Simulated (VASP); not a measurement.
**InAs: single point with PBE**

The system is InAs.

```
In As
1.0
     0.00000    2.87730    2.87730
     2.87730    0.00000    2.87730
     2.87730    2.87730    0.00000
In As
1 1
Direct
  0.50000 0.50000 0.50000
  0.00000 0.00000 0.00000
```

```yaml
Program: VASP 6.6.1
Task: single point
Functional: PBE
Potentials_or_basis: VASP PAW PBE potentials, release 64 (In_d, As)
Cutoff: 520 eV
k_mesh: 8 × 8 × 8
Occupations: gaussian, width 0.024 eV
Spin: no spin polarisation
```

* Pressure: 0.0 GPa
* Band gap on the k mesh: zero (band 9 reaches 6.25 eV, above the bottom of band 10 at 3.69 eV)

Levels at points of the mesh, in eV from the Fermi level:
| k point | band 5 | band 6 | band 7 | band 8 | band 9 | band 10 | band 11 | band 12 | band 13 | band 14 |
| --- | --- | --- | --- | --- | --- | --- | --- | --- | --- | --- |
| (0.00, 0.00, 0.00) | -14.28 | -12.12 | -0.67 | -0.22 | -0.22 | -0.22 | 7.17 | 7.17 | 7.17 | 7.49 |
| (0.50, 0.00, 0.00) | -14.22 | -10.46 | -6.51 | 0.16 | 0.16 | 2.12 | 3.27 | 3.27 | 4.39 | 10.62 |
| (0.50, 0.50, 0.00) | -14.20 | -9.58 | -4.70 | -2.93 | -2.24 | -2.24 | 3.87 | 9.18 | 9.18 | 9.99 |

It took 36 s on 1 thread of Intel Xeon 8259CL (shared host), peak memory 0.18 GiB.

Caveat: spin-orbit coupling is left out, which moves the levels of the heavy elements.
